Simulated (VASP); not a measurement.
Write the native input for VASP 6.6.1 that does the following.

- Task: electric field gradients
- Functional: PBE
- Potentials or basis: VASP PAW PBE potentials, release 64 (Cl)
- Cutoff: 520 eV
- k mesh: 7 × 7 × 4
- Occupations: fermi-dirac, width 0.02 eV
- Spin: no spin polarisation
- Dipole correction: no
- Further INCAR settings: ALGO = Normal; EDIFF = 1e-08; NBANDS = 22

The structure of Cl lies in POSCAR:

```
Cl
1.0
    3.1200000000     -2.2400000000      0.0000000000
    3.1200000000      2.2400000000      0.0000000000
    0.0000000000      0.0000000000      8.2600000000
Cl
4
Direct
    0.1300000000      0.8700000000      0.1000000000
    0.6300000000      0.3700000000      0.4000000000
    0.8700000000      0.1300000000      0.9000000000
    0.3700000000      0.6300000000      0.6000000000
```

One way to write it, as run:

INCAR

```
PREC     = Accurate       # precision mode
ENCUT    = 520            # plane-wave cutoff, eV
EDIFF    = 1E-8           # SCF threshold, eV
ISMEAR   = -1             # smearing method
SIGMA    = 0.02           # smearing width, eV
LREAL    = False          # projectors in reciprocal space
LASPH    = True           # aspherical terms in the spheres
NELM     = 60             # most SCF steps
ALGO     = Normal         # electronic algorithm
ISIF     = 2              # what is computed and relaxed
LWAVE    = False          # write WAVECAR
LCHARG   = False          # write CHGCAR
GGA      = PE             # functional
LEFG     = True         
NBANDS   = 22             # bands
```

KPOINTS

```
Automatic mesh
0
Gamma
  7 7 4
```

Potentials or basis: VASP PAW PBE potentials, release 64 (Cl).

Command:

```bash
$ cat potpaw_PBE.64/Cl/POTCAR > POTCAR
$ mpirun -np 1 vasp_std > vasp.out
```

It gave:

The pressure is 0.2 GPa. The largest force is 0.253 eV/Å and the band gap on the k mesh is 2.51 eV, indirect (least direct gap 2.53 eV).

Caveat: without QUAD_EFG the Cq values of the log hold for a quadrupole moment of 1 mb, not for the nuclei.

Wall time 55 s on 1 thread of Intel(R) Xeon(R) 6975P-C (Granite Rapids), on a shared host, peak memory 0.25 GiB.
